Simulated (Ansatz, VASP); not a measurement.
SnTe: VASP beside Ansatz

File INCAR:

```
SYSTEM = SnTe
ALGO = Normal
EDIFF = 1E-6
EDIFFG = -0.005
ENCUT = 600
GGA = PS
IBRION = 2
ISIF = 3
ISMEAR = -1
LASPH = .True.
LCHARG = .False.
LREAL = .False.
LWAVE = .False.
NELM = 100
NSW = 60
PREC = Accurate
SIGMA = 0.08
```

KPOINTS

```
k-points
0
Gamma
  11 11 11
  0 0 0
```

POSCAR

```
SnTe
1.0
    0.0000000000      2.8916353749      2.8916353749
    2.8916353749      0.0000000000      2.8916353749
    2.8916353749      2.8916353749      0.0000000000
Sn Te
1 1
Direct
    0.0000000000      0.0000000000      0.0000000000
    0.5000000000      0.5000000000      0.5000000000
```

Input for Ansatz:

```yaml
crystal:
  lattice:
    - [0.0, 2.8916353749, 2.8916353749]
    - [2.8916353749, 0.0, 2.8916353749]
    - [2.8916353749, 2.8916353749, 0.0]
  atoms:
    - { symbol: Sn, position: [0.0, 0.0, 0.0] }
    - { symbol: Te, position: [0.5, 0.5, 0.5] }
kpoints:
  mp_grid: { grid: [11, 11, 11] }
scf:
  occupations: { method: fermi_dirac, width: 0.08 }
hamiltonian:
  xc: pbesol
  pseudopotentials: { kind: paw }
output:
  forces: true
  stress: true
  write_density: true
  write_potential: true
  elf: true
  volumetric_format: npy
relax:
  f_tol: 0.005
  max_steps: 40
  cell: {}
```

Alike in both runs: task relaxation of cell and atoms; functional PBEsol; k mesh 11 × 11 × 11; occupations fermi-dirac, width 0.08 eV; no spin polarisation.

|  | VASP | Ansatz |
| --- | --- | --- |
| version | VASP 6.6.1 | Ansatz 0.2.0 |
| potentials or method | VASP PAW PBE potentials, release 64 (Sn_d, Te) | PAW with Ansatz's default frozen-core files, scalar-relativistic |
| plane-wave cutoff (eV) | 600 | 420 |
| valence electrons in the cell | 20 | 30 |

|  | VASP | Ansatz | Ansatz less VASP |
| --- | --- | --- | --- |
| relaxed volume (Å³/atom) | 31.09 | 31.06 | -0.035 |
| relaxed length of the cell vector where the two differ most in proportion (Å) | 4.447 | 4.445 | -0.0016 |

VASP's potentials were made for PBE, not for PBEsol. VASP's potentials hold 20 valence electrons a cell and Ansatz's 30, so a difference there can come from the potentials and not from the codes.

Neither program's run includes spin-orbit coupling. Noted on VASP's run: the volume moved by over 15 % at a fixed basis, so the end points are rough.
